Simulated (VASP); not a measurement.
# Si (P6_3/mmc) in VASP: settings compared, part 2 of 3

VASP 6.6.1. Earlier steps stand in the parts before.

## Step 3: Single point, PBEsol

This run uses another cell than the first one, of 20.02 Å³/atom.

File INCAR:

```
SYSTEM = Si
PREC     = Accurate       ! precision mode
ENCUT    = 520            ! plane-wave cutoff, eV
EDIFF    = 1E-6           ! SCF threshold, eV
ISMEAR   = -1             ! smearing method
SIGMA    = 0.02           ! smearing width, eV
LREAL    = .FALSE.        ! projectors in reciprocal space
LASPH    = .TRUE.         ! aspherical terms in the spheres
NELM     = 60             ! most SCF steps
ALGO     = Normal         ! electronic algorithm
ISIF     = 2              ! what is computed and relaxed
LWAVE    = .FALSE.        ! write WAVECAR
LCHARG   = .FALSE.        ! write CHGCAR
GGA      = PS             ! functional
NBANDS   = 26             ! bands
```

File KPOINTS:

```
regular mesh
0
G
  12 12 2
  0 0 0
```

File POSCAR:

```
Si
1.0
    3.8326989892      0.0000000000      0.0000000000
   -1.9163494946      3.3192146897      0.0000000000
    0.0000000000      0.0000000000     12.5923238053
Si
8
Direct
    0.0000000000      0.0000000000      0.0005139793
    0.3333333333      0.6666666667      0.2496639503
    0.0000000000      0.0000000000      0.5005139793
    0.6666666667      0.3333333333      0.7496639503
    0.0000000000      0.0000000000      0.1869860207
    0.3333333333      0.6666666667      0.4378360497
    0.0000000000      0.0000000000      0.6869860207
    0.6666666667      0.3333333333      0.9378360497
```

Potentials or basis: VASP PAW PBE potentials, release 64 (Si).

Launch:

```sh
cat potpaw_PBE.64/Si/POTCAR > POTCAR
mpirun -np 1 vasp_std > vasp.out
```

OUTCAR:

```text
SYSTEM = Si
   PREC = Accurate
   ENCUT = 520
   EDIFF = 1E-6
   ISMEAR = -1
   LREAL = .FALSE.
   LASPH = .TRUE.
   NELM = 60
   ISIF = 2
   GGA = PS

 ion  position               nearest neighbor table
   1  0.000  0.000  0.001-   5 2.35   8 2.35   8 2.35   8 2.35
   2  0.333  0.667  0.250-   5 2.35   5 2.35   5 2.35   6 2.37
   3  0.000  0.000  0.501-   7 2.35   6 2.35   6 2.35   6 2.35
   4  0.667  0.333  0.750-   7 2.35   7 2.35   7 2.35   8 2.37
   5  0.000  0.000  0.187-   1 2.35   2 2.35   2 2.35   2 2.35
   6  0.333  0.667  0.438-   3 2.35   3 2.35   3 2.35   2 2.37
   7  0.000  0.000  0.687-   3 2.35   4 2.35   4 2.35   4 2.35
   8  0.667  0.333  0.938-   1 2.35   1 2.35   1 2.35   4 2.37

  LATTYP: Found a hexagonal cell.
 ALAT       =     3.8326989892
 C/A-ratio  =     3.2854977239

  Lattice vectors:

 A1 = (   3.8326989892,   0.0000000000,   0.0000000000)
 A2 = (  -1.9163494946,   3.3192146897,   0.0000000000)
 A3 = (   0.0000000000,   0.0000000000,  12.5923238053)

Analysis of symmetry for initial positions (statically):
=====================================================================
 Subroutine PRICEL returns:
 Original cell was already a primitive cell.

 Routine SETGRP: Setting up the symmetry group for a
 hexagonal supercell.

 Subroutine GETGRP returns: Found 24 space group operations
 (whereof  6 operations were pure point group operations)
 out of a pool of 24 trial point group operations.

The static configuration has the point symmetry C_3v.
 The point group associated with its full space group is D_6h.

Analysis of symmetry for dynamics (positions and initial velocities):
=====================================================================
 Subroutine PRICEL returns:
 Original cell was already a primitive cell.

 Routine SETGRP: Setting up the symmetry group for a
 hexagonal supercell.

 Subroutine GETGRP returns: Found 24 space group operations
 (whereof  6 operations were pure point group operations)
[... 139 lines left out ...]
   LORBIT       =      0    0 simple, 1 ext, 2 COOP (PROOUT), +10 PAW based schemes
   GGA     = PS    functional components
   LHFCALC =     F    Hartree Fock is set to
   AEXX    =    0.0000 exact exchange contribution
   IVDW    =     0    specifies the selected vdW correction
   LEPSILON=     F    determine dielectric tensor
   LRPA    =     F    only Hartree local field effects (RPA)
 non-spin polarized calculation
  energy-cutoff  :      520.00
  volume of cell :      160.19
 maximum number of plane-waves:      4365
 NGX is ok and might be reduce to    30
   NGX = 15   NGY = 15   NGZ = 47

 number of electron      32.0000000 magnetization

 Free energy of the ion-electron system (eV)
  ---------------------------------------------------
  ext. energy  EPLUGINS =         0.00000000
  ---------------------------------------------------
  free energy    TOTEN  =       -45.95504310 eV

  energy without entropy =      -45.95504293  energy(sigma->0) =      -45.95504302

 E-fermi :   6.1165     XC(G=0):  -9.5515

 val. band max:        5.9031644298   @ k =   0.0000   0.0000   0.0000
 cond. band min:       6.3482130857   @ k =   0.5000  -0.0000   0.0000
 fundamental gap:      0.4450486559
 Fermi energy:         6.1164601734

 k-point     1 :       0.0000    0.0000    0.0000
  band No.  band energies     occupation
      1      -6.2110      2.00000
      2      -5.4193      2.00000
      3      -5.4048      2.00000
      4      -3.8801      2.00000
      5      -1.2346      2.00000
      6       1.7894      2.00000
[... 685 lines left out ...]
     25       9.8988      0.00000
     26       9.8988      0.00000

 [... further k-points ...]

------------------------ aborting loop because EDIFF is reached ----------------------------------------

  FORCE on cell =-STRESS in cart. coord.  units (eV):
  Direction    XX          YY          ZZ          XY          YZ          ZX
  --------------------------------------------------------------------------------------
  -------------------------------------------------------------------------------------
  Total        0.1124692      0.1124692      0.1064927      0.0000000     -0.0000000      0.0000000
  in kB        1.1248595      1.1248595      1.0650859      0.0000000     -0.0000000      0.0000000
  external PRESSURE =       1.1049349 kB  Pullay stress =       0.0000000 kB

 VOLUME and BASIS-vectors are now :
 -----------------------------------------------------------------------------
  energy-cutoff  :      520.00
  volume of cell :      160.19
      direct lattice vectors                 reciprocal lattice vectors
     3.832698989  0.000000000  0.000000000     0.260912741  0.150638041  0.000000000
    -1.916349495  3.319214690  0.000000000     0.000000000  0.301276083  0.000000000
     0.000000000  0.000000000 12.592323805     0.000000000  0.000000000  0.079413460

 POSITION                                       TOTAL-FORCE (eV/Angst)
 -----------------------------------------------------------------------------------
      0.00000      0.00000      0.00647        -0.000000      0.000000     -0.000377
     -0.00000      2.21281      3.14385        -0.000000     -0.000000      0.000755
      0.00000      0.00000      6.30263         0.000000     -0.000000     -0.000377
      1.91635      1.10640      9.44001         0.000000      0.000000      0.000755
      0.00000      0.00000      2.35459         0.000000      0.000000      0.000377
     -0.00000      2.21281      5.51337         0.000000     -0.000000     -0.000755
      0.00000      0.00000      8.65075        -0.000000      0.000000      0.000377
      1.91635      1.10640     11.80954         0.000000      0.000000     -0.000755
 -----------------------------------------------------------------------------------
    total drift:                                0.000000      0.000000      0.000000

  FREE ENERGIE OF THE ION-ELECTRON SYSTEM (eV)
  ---------------------------------------------------
  free  energy   TOTEN  =       -45.9550430963 eV

  energy  without entropy=      -45.9550429342  energy(sigma->0) =      -45.95504302
```

OSZICAR:

```text
N       E                     dE             d eps       ncg     rms          rms(c)
DAV:   1     0.616922538886E+02    0.61692E+02   -0.12084E+04  1976   0.100E+03
DAV:   2    -0.416725619784E+02   -0.10336E+03   -0.95571E+02  2514   0.146E+02
DAV:   3    -0.467574744011E+02   -0.50849E+01   -0.50107E+01  2618   0.297E+01
DAV:   4    -0.468426276212E+02   -0.85153E-01   -0.84899E-01  2528   0.482E+00
DAV:   5    -0.468447033714E+02   -0.20758E-02   -0.20735E-02  2606   0.669E-01    0.993E+00
DAV:   6    -0.462307987631E+02    0.61390E+00   -0.27050E-01  2266   0.196E+00    0.596E+00
DAV:   7    -0.459533761445E+02    0.27742E+00   -0.54644E-01  2210   0.285E+00    0.349E-01
DAV:   8    -0.459545167770E+02   -0.11406E-02   -0.36886E-02  2360   0.838E-01    0.144E-01
DAV:   9    -0.459548898006E+02   -0.37302E-03   -0.94426E-04  2596   0.154E-01    0.104E-01
DAV:  10    -0.459550388251E+02   -0.14902E-03   -0.20442E-04  2304   0.605E-02    0.286E-02
DAV:  11    -0.459550423573E+02   -0.35322E-05   -0.22010E-05  2500   0.224E-02    0.586E-03
DAV:  12    -0.459550433720E+02   -0.10147E-05   -0.13550E-06  1570   0.568E-03    0.193E-03
DAV:  13    -0.459550430963E+02    0.27577E-06   -0.28524E-07  1280   0.286E-03
   1 F= -.45955043E+02 E0= -.45955043E+02  d E =-.162046E-06
```

stdout:

```text
POSCAR found type information on POSCAR Si
 POSCAR found :  1 types and       8 ions
 scaLAPACK will be used
 -----------------------------------------------------------------------------
|                                                                             |
|                                                                             |
|     You enforced a specific xc type in the INCAR file but a different       |
|     I HOPE YOU KNOW WHAT YOU ARE DOING!                                     |
|                                                                             |
 -----------------------------------------------------------------------------

 LDA part: xc-table for (Slater+PW92), standard interpolation
 POSCAR, INCAR and KPOINTS ok, starting setup
 FFT: planning ... GRIDC
 FFT: planning ... GRID_SOFT
 FFT: planning ... GRID
 WAVECAR not read
 entering main loop
```

It took 2.8 min on 1 thread of Intel Xeon Platinum 8259CL at 2.50GHz (Skylake/Cascade Lake), shared host; peak memory 0.32 GiB.

What came out:

```yaml
Free_energy: -45.9550 eV
Pressure: 0.1 GPa
Band_gap_on_the_k_mesh: 0.45 eV (least direct gap 1.22 eV)
```

Levels at points of the mesh, in eV from the valence-band top:
| k point | band 14 | band 15 | band 16 | band 17 | band 18 | band 19 |
| --- | --- | --- | --- | --- | --- | --- |
| (0.00, 0.00, 0.00) | -0.17 | 0.00 | 0.00 | 1.22 | 1.68 | 2.07 |
| (0.50, 0.00, 0.00) | -2.24 | -1.73 | -1.32 | 0.45 | 0.65 | 1.01 |
| (0.00, 0.00, 0.50) | -0.31 | -0.31 | -0.31 | 1.37 | 1.37 | 2.51 |
| (0.50, 0.00, 0.50) | -2.52 | -1.68 | -1.68 | 0.64 | 0.64 | 1.85 |

Caveat: semilocal functionals underestimate gaps, and a narrow one can read as zero; the PAW data sets were made with another functional, which shifts forces and pressure a little.

(Continued in part 3 of 3.)
